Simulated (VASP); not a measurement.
# SbPt (Cmcm) in VASP: single point with r2SCAN

Aim: the single point of SbPt with r2SCAN.

All numbers are computed with VASP 6.6.1; they aren't measurements. Logs are shortened: lines on timing, memory, paths and dates and some standing lists are left out, and cuts for length are marked.

### Step 1. The cell of the first run

The structure is orthorhombic, space group Cmcm (No. 63). Conventional cell: a = 3.879 Å, b = 10.792 Å, c = 3.826 Å, α = 90.00°, β = 90.00°, γ = 90.00°. Sb (site symmetry m2m) has 7 Pt at 2.69 to 3.33 Å and 4 Sb at 3.51 Å within 3.6 Å. Within 3.6 Å of Pt (site symmetry m2m) lie 7 Sb at 2.69 to 3.33 Å and 2 Pt at 2.93 Å.

### Step 2. Single point, r2SCAN

POSCAR

```
SbPt
1.0
    3.8789898133      0.0000001745      0.0000000000
    1.9394951494     -5.3959297279      0.0000000000
    0.0000000000      0.0000000000     -3.8260988206
Sb Pt
2 2
Direct
    0.1477435158      0.7045129684      0.7500000000
    0.8522564842      0.2954870316      0.2500000000
    0.3974595501      0.2050808997      0.7500000000
    0.6025404499      0.7949191003      0.2500000000
```

INCAR.step1

```
PREC     = Accurate       # precision mode
ENCUT    = 520            # plane-wave cutoff, eV
ISMEAR   = -1             # smearing method
SIGMA    = 0.1            # smearing width, eV
LREAL    = False          # projectors in reciprocal space
LASPH    = True           # aspherical terms in the spheres
NELM     = 80             # most SCF steps
NBANDS   = 23             # bands
GGA      = PE             # functional
ALGO     = Normal         # electronic algorithm
EDIFF    = 1E-4           # SCF threshold, eV
LWAVE    = True           # write WAVECAR
LCHARG   = False          # write CHGCAR
```

INCAR.step2

```
PREC     = Accurate       # precision mode
ENCUT    = 520            # plane-wave cutoff, eV
EDIFF    = 1E-6           # SCF threshold, eV
ISMEAR   = -1             # smearing method
SIGMA    = 0.1            # smearing width, eV
LREAL    = False          # projectors in reciprocal space
LASPH    = True           # aspherical terms in the spheres
NELM     = 80             # most SCF steps
ALGO     = Normal         # electronic algorithm
ISIF     = 2              # what is computed and relaxed
LWAVE    = False          # write WAVECAR
LCHARG   = False          # write CHGCAR
METAGGA  = R2SCAN         # meta-GGA
LMIXTAU  = True         
NBANDS   = 23             # bands
ISTART   = 1
```

KPOINTS

```
Automatic mesh
0
Gamma
  7 7 5
```

Potentials or basis: VASP PAW PBE potentials, release 64 (Sb, Pt).

Run with:

```bash
cat potpaw_PBE.64/Sb/POTCAR potpaw_PBE.64/Pt/POTCAR > POTCAR
cp INCAR.step1 INCAR
mpirun -np 1 vasp_std > vasp.out
cp INCAR.step2 INCAR
mpirun -np 1 vasp_std > vasp.out
```

OUTCAR:

```text
PREC = Accurate
   ENCUT = 520
   EDIFF = 1E-6
   ISMEAR = -1
   LREAL = False
   LASPH = True
   NELM = 80
   ISIF = 2
   METAGGA = R2SCAN
   ISTART = 1

 ion  position               nearest neighbor table
   1  0.148  0.705  0.750-   3 2.69   4 2.77   4 2.77   4 2.77   4 2.77   3 3.33   3 3.33   2 3.51
                             2 3.51   2 3.51   2 3.51   2 3.72   2 3.72
   2  0.852  0.295  0.250-   4 2.69   3 2.77   3 2.77   3 2.77   3 2.77   4 3.33   4 3.33   1 3.51
                             1 3.51   1 3.51   1 3.51   1 3.72   1 3.72
   3  0.397  0.205  0.750-   1 2.69   2 2.77   2 2.77   2 2.77   2 2.77   4 2.93   4 2.93   1 3.33
                             1 3.33
   4  0.603  0.795  0.250-   2 2.69   1 2.77   1 2.77   1 2.77   1 2.77   3 2.93   3 2.93   2 3.33
                             2 3.33

  LATTYP: Found a base centered orthorhombic cell.
 ALAT       =     3.8789898133
 B/A-ratio  =     2.7821314697
 C/A-ratio  =     0.9863647508

  Lattice vectors:

 A1 = (   1.9394946639,   5.3959299024,   0.0000000000)
 A2 = (   1.9394951494,  -5.3959297279,   0.0000000000)
 A3 = (   0.0000000000,   0.0000000000,  -3.8260988206)

Analysis of symmetry for initial positions (statically):
=====================================================================
 Subroutine PRICEL returns:
 Original cell was already a primitive cell.

 Routine SETGRP: Setting up the symmetry group for a
 base centered orthorhombic supercell.

 Subroutine GETGRP returns: Found  8 space group operations
 (whereof  4 operations were pure point group operations)
 out of a pool of  8 trial point group operations.

The static configuration has the point symmetry C_2h.
 The point group associated with its full space group is D_2h.

Analysis of symmetry for dynamics (positions and initial velocities):
=====================================================================
 Subroutine PRICEL returns:
 Original cell was already a primitive cell.

 Routine SETGRP: Setting up the symmetry group for a
 base centered orthorhombic supercell.

 Subroutine GETGRP returns: Found  8 space group operations
 (whereof  4 operations were pure point group operations)
 out of a pool of  8 trial point group operations.

The dynamic configuration has the point symmetry C_2h.
 The point group associated with its full space group is D_2h.

 Subroutine INISYM returns: Found  8 space group operations
 (whereof  4 operations are pure point group operations),
 and found     1 'primitive' translations

----------------------------------------------------------------------------------------

                                     Primitive cell

  volume of cell :      80.0831

  direct lattice vectors                    reciprocal lattice vectors
     3.878989813  0.000000175  0.000000000     0.257799074  0.092662447  0.000000000
     1.939495149 -5.395929728  0.000000000     0.000000008 -0.185324872  0.000000000
     0.000000000  0.000000000 -3.826098821     0.000000000  0.000000000 -0.261362826

  length of vectors
     3.878989813  5.733907835  3.826098821     0.273946513  0.185324872  0.261362826

  position of ions in fractional coordinates (direct lattice)
     0.147743516  0.704512968  0.750000000
     0.852256484  0.295487032  0.250000000
     0.397459550  0.205080900  0.750000000
     0.602540450  0.794919100  0.250000000

  ion indices of the primitive-cell ions
   primitive index   ion index
                 1           1
                 2           2
                 3           3
                 4           4

----------------------------------------------------------------------------------------

 KPOINTS: Automatic mesh

Automatic generation of k-mesh.
 Grid dimensions read from file:
 generate k-points for:    7    7    5

 Generating k-lattice:

  Cartesian coordinates                     Fractional coordinates (reciprocal lattice)
     0.036828439  0.013237492  0.000000000     0.142857143  0.000000000  0.000000000
     0.000000001 -0.026474982  0.000000000     0.000000000  0.142857143  0.000000000
     0.000000000  0.000000000 -0.052272565     0.000000000  0.000000000  0.200000000

  Length of vectors
     0.039135216  0.026474982  0.052272565

  Shift w.r.t. Gamma in fractional coordinates (k-lattice)
     0.000000000  0.000000000  0.000000000

 Subroutine IBZKPT returns following result:
 ===========================================

 Found     48 irreducible k-points:

 Following reciprocal coordinates:
            Coordinates               Weight
  0.000000  0.000000  0.000000      1.000000
  0.142857  0.000000  0.000000      4.000000
  0.285714  0.000000  0.000000      4.000000
  0.428571 -0.000000  0.000000      4.000000
 -0.000000  0.142857  0.000000      2.000000
  0.285714  0.142857  0.000000      2.000000
[... 16 lines left out ...]
  0.428571  0.142857  0.200000      8.000000
 -0.428571  0.142857  0.200000      8.000000
 [... further k-points ...]
   k-points           NKPTS =     48   k-points in BZ     NKDIM =     48   number of bands    NBANDS=     23
   number of dos      NEDOS =    301   number of ions     NIONS =      4
   total plane-waves  NPLWV =  40320
   dimension x,y,z NGX =    30 NGY =   48 NGZ =   28
   dimension x,y,z NGXF=    60 NGYF=   96 NGZF=   56
   ions per type =               2   2
   NGX,Y,Z   is equivalent  to a cutoff of  12.86, 13.92, 12.17 a.u.
   NGXF,Y,Z  is equivalent  to a cutoff of  25.71, 27.83, 24.33 a.u.
 SYSTEM =  unknown system
   PREC   = accura    normal or accurate (medium, high low for compatibility)
   ISTART =      1    job   : 0-new  1-cont  2-samecut
   ICHARG =      0    charge: 1-file 2-atom 10-const
   ISPIN  =      1    spin polarized calculation?
   LNONCOLLINEAR =      F non collinear calculations
   LSORBIT =      F    spin-orbit coupling
   LASPH  =      T    aspherical Exc in radial PAW
   ENCUT  =  520.0 eV  38.22 Ry    6.18 a.u.   7.21 10.66  7.11*2*pi/ulx,y,z
   NELM   =     80;   NELMIN=  2; NELMDL=  0     # of ELM steps
   EDIFF  = 0.1E-05   stopping-criterion for ELM
   LREAL  =      F    real-space projection
   EDIFFG = 0.1E-04   stopping-criterion for IOM
   NSW    =      0    number of steps for IOM
   IBRION =     -1    ionic relax: 0-MD 1-quasi-New 2-CG
   NFREE  =      0    steps in history (QN), initial steepest desc. (CG)
   ISIF   =      2    stress and relaxation
   ISYM   =      2    0-nonsym 1-usesym 2-fastsym
   POTIM  = 0.5000    time-step for ionic-motion
   TEBEG  =    0.0;   TEEND  =   0.0 temperature during run
   PSTRESS=    0.0 pullay stress
   NELECT =      30.0000    total number of electrons
   NUPDOWN=      -1.0000    fix difference up-down
   EMIN   =  10.00;   EMAX   =-10.00  energy-range for DOS
   EFERMI =   0.00;   METHOD = LEGACY
   ISMEAR =    -1;   SIGMA  =   0.10  broadening in eV -4-tet -1-fermi 0-gaus
   EFERMI_NEDOS =   21; number of points for ismear=-14 and -15
   IALGO  =     38    algorithm
   IMIX   =      4    mixing-type and parameters
     AMIX     =   0.40;   BMIX     =  1.00
     AMIX_MAG =   1.60;   BMIX_MAG =  1.00
  volume/ion in A,a.u.               =      20.02       135.11
  Fermi-wavevector in a.u.,A,eV,Ry     =   1.180144  2.230148 18.949365  1.392739
  Thomas-Fermi vector in A             =   2.316441
   LORBIT       =      0    0 simple, 1 ext, 2 COOP (PROOUT), +10 PAW based schemes
   METAGGA = R2SCAN    functional components
   LHFCALC =     F    Hartree Fock is set to
   AEXX    =    0.0000 exact exchange contribution
   IVDW    =     0    specifies the selected vdW correction
   LEPSILON=     F    determine dielectric tensor
   LRPA    =     F    only Hartree local field effects (RPA)
 non-spin polarized calculation
  energy-cutoff  :      520.00
  volume of cell :       80.08
 maximum number of plane-waves:      2171
 NGX is ok and might be reduce to    30
   NGX = 15   NGY = 21   NGZ = 15

 number of electron      29.9999996 magnetization

 Free energy of the ion-electron system (eV)
  ---------------------------------------------------
  ext. energy  EPLUGINS =         0.00000000
  ---------------------------------------------------
  free energy    TOTEN  =      -155.72562255 eV

  energy without entropy =     -155.65705210  energy(sigma->0) =     -155.69133732

 E-fermi :  10.1342     XC(G=0): -12.3782

 val. band max:       10.1335987893   @ k =   0.0000   0.0000   0.2000
 cond. band min:      10.1374523789   @ k =   0.4286   0.1429   0.2000
 fundamental gap:      0.0038535896
 Fermi energy:        10.1341870622

 k-point     1 :       0.0000    0.0000    0.0000
  band No.  band energies     occupation
      1      -3.2615      2.00000
      2      -0.0084      2.00000
      3       4.0828      2.00000
      4       5.3921      2.00000
      5       5.6392      2.00000
      6       5.6487      2.00000
[... 15 lines left out ...]
     22      19.5903      0.00000
     23      19.9574      0.00000

 k-point     2 :       0.1429    0.0000    0.0000
  band No.  band energies     occupation
      1      -3.0099      2.00000
      2       0.0807      2.00000
      3       4.0892      2.00000
      4       4.9969      2.00000
      5       5.3490      2.00000
      6       5.4857      2.00000
[... 15 lines left out ...]
     22      18.5793      0.00000
     23      19.6490      0.00000

 k-point     3 :       0.2857    0.0000    0.0000
  band No.  band energies     occupation
      1      -2.2822      2.00000
      2       0.2469      2.00000
      3       3.6873      2.00000
      4       4.1132      2.00000
      5       4.7589      2.00000
      6       5.0909      2.00000
[... 15 lines left out ...]
     22      18.3233      0.00000
     23      18.5719      0.00000

 k-point     4 :       0.4286   -0.0000    0.0000
  band No.  band energies     occupation
      1      -1.2062      2.00000
      2      -0.0302      2.00000
      3       2.8906      2.00000
      4       3.5269      2.00000
      5       4.3705      2.00000
      6       4.8478      2.00000
[... 15 lines left out ...]
     22      16.7486      0.00000
     23      18.7108      0.00000

 k-point     5 :      -0.0000    0.1429    0.0000
  band No.  band energies     occupation
      1      -3.1541      2.00000
      2      -0.2162      2.00000
      3       4.0714      2.00000
      4       5.4468      2.00000
      5       5.4874      2.00000
      6       5.7716      2.00000
[... 434 lines left out ...]
 k-point    22 :       0.2857    0.1429    0.2000
  band No.  band energies     occupation
      1      -2.0044      2.00000
      2       0.3968      2.00000
      3       3.9799      2.00000
      4       4.2050      2.00000
      5       4.8205      2.00000
      6       5.0119      2.00000
[... 15 lines left out ...]
     22      18.0712      0.00000
     23      18.7287      0.00000

 k-point    23 :       0.4286    0.1429    0.2000
  band No.  band energies     occupation
      1      -1.1184      2.00000
      2       0.1515      2.00000
      3       3.1753      2.00000
      4       3.7908      2.00000
      5       4.8013      2.00000
      6       4.9703      2.00000
[... 15 lines left out ...]
     22      17.6875      0.00000
     23      18.4451      0.00000

 k-point    24 :      -0.4286    0.1429    0.2000
  band No.  band energies     occupation
      1      -0.7242      2.00000
      2      -0.2064      2.00000
      3       2.8228      2.00000
      4       3.8596      2.00000
      5       4.6984      2.00000
      6       5.0208      2.00000
[... 15 lines left out ...]
     22      18.0197      0.00000
     23      18.9643      0.00000

 [... further k-points ...]
[... 5 lines left out ...]
  --------------------------------------------------------------------------------------
  -------------------------------------------------------------------------------------
  Total       -0.0779763     -0.0822052     -0.0990780      0.0000000      0.0000000      0.0000000
  in kB       -1.5600267     -1.6446316     -1.9821967      0.0000000      0.0000000      0.0000000
  external PRESSURE =      -1.7289517 kB  Pullay stress =       0.0000000 kB

 VOLUME and BASIS-vectors are now :
 -----------------------------------------------------------------------------
  energy-cutoff  :      520.00
  volume of cell :       80.08
      direct lattice vectors                 reciprocal lattice vectors
     3.878989813  0.000000175  0.000000000     0.257799074  0.092662447  0.000000000
     1.939495149 -5.395929728  0.000000000     0.000000008 -0.185324872  0.000000000
     0.000000000  0.000000000 -3.826098821     0.000000000  0.000000000 -0.261362826

 POSITION                                       TOTAL-FORCE (eV/Angst)
 -----------------------------------------------------------------------------------
      1.93950     -3.80150     -2.86957        -0.000000      0.006314      0.000000
      3.87899     -1.59443     -0.95652         0.000000     -0.006314     -0.000000
      1.93949     -1.10660     -2.86957         0.000000     -0.018262      0.000000
      3.87899     -4.28933     -0.95652        -0.000000      0.018262     -0.000000
 -----------------------------------------------------------------------------------
    total drift:                               -0.000000      0.000000     -0.000000

  FREE ENERGIE OF THE ION-ELECTRON SYSTEM (eV)
  ---------------------------------------------------
  free  energy   TOTEN  =      -155.7256225494 eV

  energy  without entropy=     -155.6570520996  energy(sigma->0) =     -155.69133732
```

Run time: 4.3 min. Hardware: 1 thread of Intel Xeon Platinum 8259CL at 2.50GHz (Skylake/Cascade Lake), shared host; peak memory 0.25 GiB.

Results:

```yaml
Free_energy: -155.7256 eV
Pressure: -0.2 GPa
Largest_force: 0.018 eV/Å
Band_gap_on_the_k_mesh: zero (band 15 reaches 12.38 eV, above the bottom of band 16 at 8.85 eV)
```

Forces in eV/Å, atoms in the order of the input:
```
Sb   0.000  0.006  0.000
Sb   0.000 -0.006  0.000
Pt   0.000 -0.018  0.000
Pt   0.000  0.018  0.000
```

Levels at points of the mesh, in eV from the Fermi level:
| k point | band 12 | band 13 | band 14 | band 15 | band 16 | band 17 | band 18 | band 19 |
| --- | --- | --- | --- | --- | --- | --- | --- | --- |
| (0.00, 0.00, 0.00) | -2.24 | -2.17 | -1.71 | -0.23 | 0.06 | 0.80 | 1.91 | 3.15 |

Caveat: the PAW data sets were made with another functional, which shifts forces and pressure a little; spin-orbit coupling is left out, which moves the levels of the heavy elements.
